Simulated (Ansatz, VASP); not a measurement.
# One calculation of CaTeI3, two programs

```
Ca Te I
1.0
     5.55665    0.00000    0.00000
    -2.77832    4.81220    0.00000
     0.00000    0.00000    7.50035
Ca Te I
1 1 3
Cartesian
  0.0000 0.0000 1.0150
  0.0000 0.0000 5.9102
  0.0000 0.0000 3.2413
  0.0000 3.2081 1.5242
  2.7783 1.6041 1.5242
```

Alike in both runs: task relaxation of cell and atoms; functional PBE; k mesh 6 × 6 × 2; occupations gaussian, width 0.1 eV; no spin polarisation.

|  | VASP | Ansatz |
| --- | --- | --- |
| version | VASP 6.6.1 | Ansatz 0.2.0 |
| potentials or method | VASP PAW PBE potentials, release 64 (Ca_sv, Te, I), cutoff 600 eV | scalar-relativistic, plane waves, PAW |
| valence electrons in the cell | 37 | 77 |

|  | VASP | Ansatz | Ansatz less VASP |
| --- | --- | --- | --- |
| gap on the k mesh at the Fermi level, each at its own relaxed structure (eV) | none | none | - |
| relaxed volume (Å³/atom) | 55.15 | 54.96 | -0.195 |
| relaxed cell length with the largest relative difference (Å) | 9.228 | 9.191 | -0.0361 |

A gap of «none» marks a metal or a gap that the smearing closes. VASP's potentials hold 37 valence electrons a cell and Ansatz's 77, so a difference there can come from the potentials and not from the codes.

The k mesh is coarse, so the values compare programs but aren't converged. Spin-orbit coupling is off throughout. Noted on VASP's run: the volume moved by over 15 % at a fixed basis, so the end points are rough.
